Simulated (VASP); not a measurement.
# CoO (I4/mmm) in VASP: electric field gradients with PBE+U

Aim: the electric field gradients of CoO with PBE+U.

Everything below comes from runs of VASP 6.6.1. Logs are shortened: lines on timing, memory, paths and dates and some standing lists are left out, and cuts for length are marked.

### 1 The cell of the first run

It takes space group I4/mmm (No. 139, tetragonal). The conventional cell has a = 3.016 Å, b = 3.016 Å, c = 4.214 Å, α = 90.00°, β = 90.00°, γ = 90.00°. Within 2.8 Å of Co (site symmetry 4/mmm) lie 6 O at 2.11 to 2.13 Å. Within 2.8 Å of O (site symmetry 4/mmm) lie 6 Co at 2.11 to 2.13 Å.

### 2 Electric field gradients, PBE+U, collinear spin, ferromagnetic start

Contents of INCAR:

```
SYSTEM = CoO
PREC = Accurate
ENCUT = 520
EDIFF = 1E-8
ISMEAR = -1
SIGMA = 0.05
LREAL = .FALSE.
LASPH = .TRUE.
NELM = 150
ALGO = Normal
ISIF = 2
LWAVE = .FALSE.
LCHARG = .FALSE.
ISPIN = 2
MAGMOM = 3 0
LORBIT = 11
LMAXMIX = 4
LDAU = .TRUE.
LDAUTYPE = 2
LDAUL = 2 -1
LDAUU = 3.4 0
LDAUJ = 0 0
LDAUPRINT = 1
GGA = PE
LEFG = .TRUE.
NBANDS = 18
```

Contents of KPOINTS:

```
Automatic mesh
0
G
  15 15 15
  0 0 0
```

Contents of POSCAR:

```
CoO
1.0
   -1.5080000000      1.5080000000      2.1072475377
    1.5080000000     -1.5080000000      2.1072475377
    1.5080000000      1.5080000000     -2.1072475377
Co O
1 1
Direct
    0.0000000000      0.0000000000      0.0000000000
    0.5000000000      0.5000000000      0.0000000000
```

Potentials or basis: VASP PAW PBE potentials, release 64 (Co, O).

The run is started by

```bash
cat potpaw_PBE.64/Co/POTCAR potpaw_PBE.64/O/POTCAR > POTCAR
mpirun -np 1 vasp_std > vasp.out
```

OUTCAR:

```text
SYSTEM = CoO
   PREC = Accurate
   ENCUT = 520
   EDIFF = 1E-8
   ISMEAR = -1
   LREAL = .FALSE.
   LASPH = .TRUE.
   NELM = 150
   ISIF = 2
   ISPIN = 2
   LORBIT = 11
   GGA = PE

 ion  position               nearest neighbor table
   1  0.000  0.000  0.000-   2 2.11   2 2.11   2 2.13   2 2.13   2 2.13   2 2.13
   2  0.500  0.500  0.000-   1 2.11   1 2.11   1 2.13   1 2.13   1 2.13   1 2.13

  LATTYP: Found a body centered tetragonal cell.
 ALAT       =     3.0160000000
 C/A-ratio  =     1.3973790038

  Lattice vectors:

 A1 = (  -1.5080000000,   1.5080000000,   2.1072475377)
 A2 = (   1.5080000000,  -1.5080000000,   2.1072475377)
 A3 = (   1.5080000000,   1.5080000000,  -2.1072475377)

Analysis of symmetry for initial positions (statically):
=====================================================================
 Subroutine PRICEL returns:
 Original cell was already a primitive cell.

 Routine SETGRP: Setting up the symmetry group for a
 body centered tetragonal supercell.

 Subroutine GETGRP returns: Found 16 space group operations
 (whereof 16 operations were pure point group operations)
 out of a pool of 16 trial point group operations.

The static configuration has the point symmetry D_4h.

Analysis of symmetry for dynamics (positions and initial velocities):
=====================================================================
 Subroutine PRICEL returns:
 Original cell was already a primitive cell.

 Routine SETGRP: Setting up the symmetry group for a
 body centered tetragonal supercell.

 Subroutine GETGRP returns: Found 16 space group operations
 (whereof 16 operations were pure point group operations)
 out of a pool of 16 trial point group operations.

The dynamic configuration has the point symmetry D_4h.

Analysis of structural, dynamic, and magnetic symmetry:
=====================================================================
 Subroutine PRICEL returns:
 Original cell was already a primitive cell.

 Routine SETGRP: Setting up the symmetry group for a
 body centered tetragonal supercell.

 Subroutine GETGRP returns: Found 16 space group operations
 (whereof 16 operations were pure point group operations)
 out of a pool of 16 trial point group operations.

The overall configuration has the point symmetry D_4h.

 Subroutine INISYM returns: Found 16 space group operations
 (whereof 16 operations are pure point group operations),
 and found     1 'primitive' translations

----------------------------------------------------------------------------------------

                                     Primitive cell

  volume of cell :      19.1681

  direct lattice vectors                    reciprocal lattice vectors
    -1.508000000  1.508000000  2.107247538     0.000000000  0.331564987  0.237276348
     1.508000000 -1.508000000  2.107247538     0.331564987  0.000000000  0.237276348
     1.508000000  1.508000000 -2.107247538     0.331564987  0.331564987  0.000000000

  length of vectors
     2.998102764  2.998102764  2.998102764     0.407719764  0.407719764  0.468903701

  position of ions in fractional coordinates (direct lattice)
     0.000000000  0.000000000  0.000000000
     0.500000000  0.500000000  0.000000000

  ion indices of the primitive-cell ions
   primitive index   ion index
                 1           1
                 2           2
[... 101 lines left out ...]
   GGA     = PE    functional components
   LHFCALC =     F    Hartree Fock is set to
   AEXX    =    0.0000 exact exchange contribution
   IVDW    =     0    specifies the selected vdW correction
   LEPSILON=     F    determine dielectric tensor
   LRPA    =     F    only Hartree local field effects (RPA)
 spin polarized calculation
  energy-cutoff  :      520.00
  volume of cell :       19.17
 maximum number of plane-waves:       533
   NGX = 11   NGY = 11   NGZ = 11

atom =   1  type =  1  l = 2

 onsite density matrix

spin component  1

  1.0116 -0.0000  0.0000 -0.0000  0.0000
 -0.0000  0.9698  0.0000  0.0000 -0.0000
  0.0000  0.0000  1.0155  0.0000 -0.0000
 -0.0000  0.0000  0.0000  0.9698 -0.0000
  0.0000 -0.0000 -0.0000 -0.0000  0.9670

spin component  2

  0.1253  0.0000 -0.0000  0.0000 -0.0000
  0.0000  0.4936 -0.0000 -0.0000  0.0000
 -0.0000 -0.0000  0.1522  0.0000 -0.0000
  0.0000 -0.0000  0.0000  0.4936 -0.0000
 -0.0000  0.0000 -0.0000 -0.0000  0.9590

 occupancies and eigenvectors

  o =  0.1253  v =  0.0000  0.0000  0.0000  0.0000  0.0000  1.0000  0.0000  0.0000  0.0000  0.0000      0.0000  0.0000  0.0000  0.0000  0.0000  0.0000  0.0000  0.0000  0.0000  0.0000
  o =  0.1522  v =  0.0000  0.0000  0.0000  0.0000  0.0000  0.0000  0.0000  1.0000  0.0000  0.0000      0.0000  0.0000  0.0000  0.0000  0.0000  0.0000  0.0000  0.0000  0.0000  0.0000
  o =  0.4936  v =  0.0000  0.0000  0.0000  0.0000  0.0000  0.0000 -0.0445  0.0000 -0.9990  0.0000      0.0000  0.0000  0.0000  0.0000  0.0000  0.0000  0.0000  0.0000  0.0000  0.0000
  o =  0.4936  v =  0.0000  0.0000  0.0000  0.0000  0.0000  0.0000 -0.9990  0.0000  0.0445 -0.0000      0.0000  0.0000  0.0000  0.0000  0.0000  0.0000  0.0000  0.0000  0.0000  0.0000
  o =  0.9590  v =  0.0000  0.0000  0.0000  0.0000  0.0000  0.0000 -0.0000 -0.0000  0.0000  1.0000      0.0000  0.0000  0.0000  0.0000  0.0000  0.0000  0.0000  0.0000  0.0000  0.0000
  o =  0.9670  v =  0.0000  0.0000 -0.0000 -0.0000 -1.0000  0.0000  0.0000  0.0000  0.0000  0.0000      0.0000  0.0000  0.0000  0.0000  0.0000  0.0000  0.0000  0.0000  0.0000  0.0000
  o =  0.9698  v =  0.0000  0.9981  0.0000  0.0614  0.0000  0.0000  0.0000  0.0000  0.0000  0.0000      0.0000  0.0000  0.0000  0.0000  0.0000  0.0000  0.0000  0.0000  0.0000  0.0000
  o =  0.9698  v =  0.0000  0.0614  0.0000 -0.9981  0.0000  0.0000  0.0000  0.0000  0.0000  0.0000      0.0000  0.0000  0.0000  0.0000  0.0000  0.0000  0.0000  0.0000  0.0000  0.0000
  o =  1.0116  v =  1.0000  0.0000  0.0000  0.0000  0.0000  0.0000  0.0000  0.0000  0.0000  0.0000      0.0000  0.0000  0.0000  0.0000  0.0000  0.0000  0.0000  0.0000  0.0000  0.0000
  o =  1.0155  v =  0.0000  0.0000 -1.0000 -0.0000  0.0000  0.0000  0.0000  0.0000  0.0000  0.0000      0.0000  0.0000  0.0000  0.0000  0.0000  0.0000  0.0000  0.0000  0.0000  0.0000

 number of electron      15.0000006 magnetization       2.9999984

 Free energy of the ion-electron system (eV)
  ---------------------------------------------------
  ext. energy  EPLUGINS =         0.00000000
  ---------------------------------------------------
  free energy    TOTEN  =       -11.46527012 eV

  energy without entropy =      -11.44795362  energy(sigma->0) =      -11.45661187

 E-fermi :   7.8470     XC(G=0): -12.4316

 val. band max:        7.8447471956   @ k =  -0.2000   0.2667   0.0667
 cond. band min:       7.8491340392   @ k =   0.3333   0.2000   0.0667
 fundamental gap:      0.0043868436
 Fermi energy:         7.8469872659

 spin component 1

 k-point     1 :       0.0000    0.0000    0.0000
  band No.  band energies     occupation
      1     -12.0286      1.00000
      2       2.5401      1.00000
      3       2.8928      1.00000
      4       2.8928      1.00000
      5       2.9675      1.00000
      6       3.8184      1.00000
[... 1001 lines left out ...]
     17      36.9978      0.00000
     18      37.4272      0.00000

 [... further k-points ...]
[... 5 lines left out ...]
  --------------------------------------------------------------------------------------
  -------------------------------------------------------------------------------------
  Total        0.3732428      0.3732428     -0.5733436      0.0000000      0.0000000     -0.0000000
  in kB       31.1977838     31.1977838    -47.9233650      0.0000000      0.0000000     -0.0000000
  external PRESSURE =       4.8240675 kB  Pullay stress =       0.0000000 kB

 VOLUME and BASIS-vectors are now :
 -----------------------------------------------------------------------------
  energy-cutoff  :      520.00
  volume of cell :       19.17
      direct lattice vectors                 reciprocal lattice vectors
    -1.508000000  1.508000000  2.107247538     0.000000000  0.331564987  0.237276348
     1.508000000 -1.508000000  2.107247538     0.331564987  0.000000000  0.237276348
     1.508000000  1.508000000 -2.107247538     0.331564987  0.331564987  0.000000000

 POSITION                                       TOTAL-FORCE (eV/Angst)
 -----------------------------------------------------------------------------------
      0.00000      0.00000      0.00000         0.000000      0.000000      0.000000
      0.00000      0.00000      2.10725        -0.000000     -0.000000     -0.000000
 -----------------------------------------------------------------------------------
    total drift:                               -0.000000      0.000000     -0.000000

  FREE ENERGIE OF THE ION-ELECTRON SYSTEM (eV)
  ---------------------------------------------------
  free  energy   TOTEN  =       -11.4652701170 eV

  energy  without entropy=      -11.4479536217  energy(sigma->0) =      -11.45661187

 Electric field gradients (V/A^2)
---------------------------------------------------------------------
 ion       V_xx      V_yy      V_zz      V_xy      V_xz      V_yz
---------------------------------------------------------------------
   1     -65.943   -65.943   131.887    -0.001    -0.001    -0.001
   2      -6.009    -6.009    12.018     0.003     0.002     0.002
---------------------------------------------------------------------

 Electric field gradients after diagonalization (V/A^2)
 (convention: |V_zz| > |V_xx| > |V_yy|)
----------------------------------------------------------------------
 ion       V_xx      V_yy      V_zz     asymmetry (V_yy - V_xx)/ V_zz
----------------------------------------------------------------------
   1     -65.944   -65.943   131.887       0.000
   2      -6.012    -6.006    12.018       0.000
----------------------------------------------------------------------

           NMR quadrupolar parameters

 Cq : quadrupolar parameter    Cq=e*Q*V_zz/h
 eta: asymmetry parameters     (V_yy - V_xx)/ V_zz
 Q  : nuclear electric quadrupole moment in mb (millibarn)
----------------------------------------------------------------------
 ion       Cq(MHz)       eta       Q (mb)
----------------------------------------------------------------------
   1       0.319       0.000       1.000
   2       0.029       0.000       1.000
----------------------------------------------------------------------

 total charge

# of ion       s       p       d       tot
------------------------------------------
    1        0.303   0.371   7.133   7.806
    2        1.552   3.458   0.000   5.009
--------------------------------------------------
tot          1.854   3.828   7.133  12.815

 magnetization (x)

# of ion       s       p       d       tot
------------------------------------------
    1        0.020   0.018   2.709   2.747
    2        0.023   0.217   0.000   0.241
--------------------------------------------------
tot          0.044   0.235   2.709   2.987
```

Wall time 5.5 min (1 thread of Intel Xeon 8259CL, shared host); peak memory 0.27 GiB.

What came out:

```
Free energy                                           : -11.4653 eV
Pressure                                              : 0.5 GPa
Band gap on the k mesh                                : zero (filled and empty bands overlap)
Net moment                                            : 3.00 μB per cell
Site moments                                          : Co +2.75; O +0.24 μB
Largest electric field gradient by atom               : Co +131.9; O +12.0 V/Å²
Valence electrons inside the program's atomic spheres : Co 7.81; O 5.01
```

Electric field gradients, principal values (V/Å²):
| atom | least | middle | greatest (by size) |
| --- | --- | --- | --- |
| 1 Co | -65.943 | -65.944 | 131.887 |
| 2 O | -6.006 | -6.012 | 12.018 |

Eigenvalues of the final occupation matrices:
```csv
site,spin,trace,eigenvalues
site 1 d,1,4.93,0.97 0.97 0.97 1.01 1.02
site 1 d,2,2.22,0.13 0.15 0.49 0.49 0.96
```

Caveat: without QUAD_EFG the Cq values of the log hold for a quadrupole moment of 1 mb, not for the nuclei; a cell with one magnetic atom can't hold antiferromagnetic order, which such compounds often take. The state reached can hang on the start; a lower one may exist.
